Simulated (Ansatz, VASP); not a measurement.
# ZnS: VASP beside Ansatz

INCAR

```
PREC = Accurate ; ENCUT = 500
EDIFF = 1E-6 ; ISMEAR = -1
SIGMA = 0.03 ; LREAL = F
LASPH = T ; NELM = 120
ALGO = Normal ; ISIF = 2
LWAVE = F ; LCHARG = F
GGA = PS ; NBANDS = 26
GGA_COMPAT = F
```

The input KPOINTS:

```
Automatic mesh
0
Gamma
  8 8 5
```

Contents of POSCAR:

```
ZnS
1.0
    3.7728887938      0.0000000000      0.0000000000
   -1.8864443969      3.2674175410      0.0000000000
    0.0000000000      0.0000000000      6.2340000000
Zn S
2 2
Direct
    0.3333333333      0.6666666667      0.0000000000
    0.6666666667      0.3333333333      0.5000000000
    0.3333333333      0.6666666667      0.3850000000
    0.6666666667      0.3333333333      0.8850000000
```

Input for Ansatz:

```yaml
crystal:
  lattice:
    - [3.7728887938, 0.0, 0.0]
    - [-1.8864443969, 3.267417541, 0.0]
    - [0.0, 0.0, 6.234]
  atoms:
    - { symbol: Zn, position: [0.3333333333, 0.6666666667, 0.0] }
    - { symbol: Zn, position: [0.6666666667, 0.3333333333, 0.5] }
    - { symbol: S, position: [0.3333333333, 0.6666666667, 0.385] }
    - { symbol: S, position: [0.6666666667, 0.3333333333, 0.885] }
kpoints:
  mp_grid: { grid: [8, 8, 5] }
  band_path:
    path:
      - [0.0, 0.0, 0.0]
      - [0.5, 0.0, 0.0]
      - [0.3333333333, 0.3333333333, 0.0]
      - [0.0, 0.0, 0.0]
      - [0.0, 0.0, 0.5]
      - [0.5, 0.0, 0.5]
      - [0.3333333333, 0.3333333333, 0.5]
      - [0.0, 0.0, 0.5]
      - [0.5, 0.0, 0.5]
    npoints: 5
scf:
  occupations: { method: fermi_dirac, width: 0.03 }
hamiltonian:
  xc: pbesol
  pseudopotentials: { kind: all_electron, lapw: { basis_error: 0.001 } }
output:
  forces: true
  stress: true
  eigenvalues: true
```

Change from the starting cell: equal xx and yy strain of -1 %.

Alike in both runs: task single point; functional PBEsol; k mesh 8 × 8 × 5; occupations fermi-dirac, width 0.03 eV; no spin polarisation.

|  | VASP | Ansatz |
| --- | --- | --- |
| version | VASP 6.6.1 | Ansatz 0.2.0 |
| potentials or method | VASP PAW PBE potentials, release 64 (Zn, S), cutoff 500 eV | all-electron LAPW, scalar-relativistic |

|  | VASP | Ansatz | Ansatz less VASP |
| --- | --- | --- | --- |
| gap on the k mesh at the Fermi level (eV) | 2.20 | 2.20 | -0.002 |
| pressure (GPa) | 0.6 | 0.3 | -0.22 |
| traceless stress, the component that is largest in VASP (GPa) | -2.32 | -2.30 | +0.019 |
| rms of the force components (eV/Å) | 0.222 | 0.220 | -0.0018 |

VASP's potentials were made for PBE, not for PBEsol. Atom by atom the forces differ by 0.002 eV/Å (rms over components). Ansatz ran all-electron here, and VASP with PAW potentials.
